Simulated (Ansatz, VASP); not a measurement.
**Two plane-wave programs on CuSb3**

The input INCAR:

```
SYSTEM = CuSb3
  ALGO = Normal
  EDIFF = 1E-6
  ENCUT = 520
  GGA = PE
  ISIF = 2
  ISMEAR = 0
  LASPH = .True.
  LCHARG = .False.
  LREAL = .False.
  LWAVE = .False.
  NBANDS = 21
  NELM = 60
  PREC = Accurate
  SIGMA = 0.1
```

KPOINTS

```
k-points
0
Gamma
  4 4 4
  0 0 0
```

File POSCAR:

```
CuSb3
1.0
    4.5499615279      0.0000000000      0.0000000000
    0.0000000000      4.5499615279      0.0000000000
    0.0000000000      0.0000000000      4.5499615279
Cu Sb
1 3
Direct
    0.0000000000      0.0000000000      0.0000000000
    0.0000000000      0.5000000000      0.5000000000
    0.5000000000      0.0000000000      0.5000000000
    0.5000000000      0.5000000000      0.0000000000
```

Input for Ansatz:

```yaml
crystal:
  lattice:
    - [4.5499615279, 0.0, 0.0]
    - [0.0, 4.5499615279, 0.0]
    - [0.0, 0.0, 4.5499615279]
  atoms:
    - { symbol: Cu, position: [0.0, 0.0, 0.0] }
    - { symbol: Sb, position: [0.0, 0.5, 0.5] }
    - { symbol: Sb, position: [0.5, 0.0, 0.5] }
    - { symbol: Sb, position: [0.5, 0.5, 0.0] }
basis:
  ecutwfc: 420
kpoints:
  mp_grid: { grid: [4, 4, 4] }
hamiltonian:
  xc: pbe
scf:
  occupations: { method: gaussian, width: 0.1 }
  lower_state_search: "off"
output:
  forces: true
  stress: true
  eigenvalues: true
```

Alike in both runs: task single point; functional PBE; k mesh 4 × 4 × 4; occupations gaussian, width 0.1 eV; no spin polarisation.

|  | VASP | Ansatz |
| --- | --- | --- |
| version | VASP 6.6.1 | Ansatz 0.2.0 |
| potentials or method | VASP PAW PBE potentials, release 64 (Cu, Sb), cutoff 520 eV | scalar-relativistic, plane waves, PAW |
| valence electrons in the cell | 26 | 64 |

```tsv
	VASP	Ansatz	Ansatz less VASP
gap on the k mesh at the Fermi level (eV)	none	none	-
pressure (GPa)	1.7	1.8	+0.15
```

A gap of «none» marks a metal or a gap that the smearing closes. VASP's potentials hold 26 valence electrons a cell and Ansatz's 64, so a difference there can come from the potentials and not from the codes.

Spin-orbit coupling is off throughout.
